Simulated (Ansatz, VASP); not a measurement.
TaS2: VASP beside Ansatz

File INCAR:

```
SYSTEM = TaS2
ALGO = Normal ; DIPOL = 0.5 0.5 0.500
EDIFF = 1E-6 ; ENCUT = 520
GGA = PE ; IDIPOL = 3
ISIF = 2 ; ISMEAR = -1
LASPH = .True. ; LCHARG = .False.
LDIPOL = .True. ; LREAL = .False.
LWAVE = .False. ; NBANDS = 32
NELM = 60 ; PREC = Accurate
SIGMA = 0.05
```

Contents of KPOINTS:

```
k-points
0
Gamma
  9 9 1
  0 0 0
```

File POSCAR:

```
TaS2
1.0
    3.2823349159      0.0000000000      0.0000000000
    1.6304850471      2.8487262085      0.0000000000
    0.0000000000      0.0000000000     30.5880000000
S Ta
4 2
Direct
    0.2380000000      0.2380000000      0.2451941938
    0.2380000000      0.2380000000      0.3870145155
    0.7380000000      0.7380000000      0.6129854845
    0.7380000000      0.7380000000      0.7548058062
    0.5800000000      0.5800000000      0.3161043546
    0.0800000000      0.0800000000      0.6838956454
```

input.yaml

```yaml
crystal:
  lattice:
    - [3.2823349159, 0.0, 0.0]
    - [1.6304850471, 2.8487262085, 0.0]
    - [0.0, 0.0, 30.588]
  atoms:
    - { symbol: S, position: [0.238, 0.238, 0.2451941938] }
    - { symbol: Ta, position: [0.58, 0.58, 0.3161043546] }
    - { symbol: S, position: [0.238, 0.238, 0.3870145155] }
    - { symbol: S, position: [0.738, 0.738, 0.6129854845] }
    - { symbol: Ta, position: [0.08, 0.08, 0.6838956454] }
    - { symbol: S, position: [0.738, 0.738, 0.7548058062] }
hamiltonian:
  xc: pbe
  pseudopotentials: { kind: paw }
kpoints:
  mp_grid: { grid: [9, 9, 1] }
scf:
  occupations: { method: fermi_dirac, width: 0.05 }
output:
  forces: true
  eigenvalues: true
efield:
  axis: 3
  dipole_correction: true
  ramp_width: 0.04
```

Alike in both runs: task single point; functional PBE; k mesh 9 × 9 × 1; occupations fermi-dirac, width 0.05 eV; no spin polarisation.

|  | VASP | Ansatz |
| --- | --- | --- |
| version | VASP 6.6.1 | Ansatz 0.2.0 |
| potentials or method | VASP PAW PBE potentials, release 64 (S, Ta_pv) | Ansatz PAW |
| plane-wave cutoff (eV) | 520 | 420 |
| valence electrons in the cell | 46 | 50 |

```tsv
	VASP	Ansatz	Ansatz less VASP
gap on the k mesh at the Fermi level (eV)	none	none	-
rms of the force components (eV/Å)	1.824	1.823	-0.0013
```

A gap of «none» marks a metal or a gap that the smearing closes. With one functional, cell and mesh, what is left measures potentials, basis and numerics. VASP's potentials hold 46 valence electrons a cell and Ansatz's 50, so a difference there can come from the potentials and not from the codes.

Neither program's run includes spin-orbit coupling.
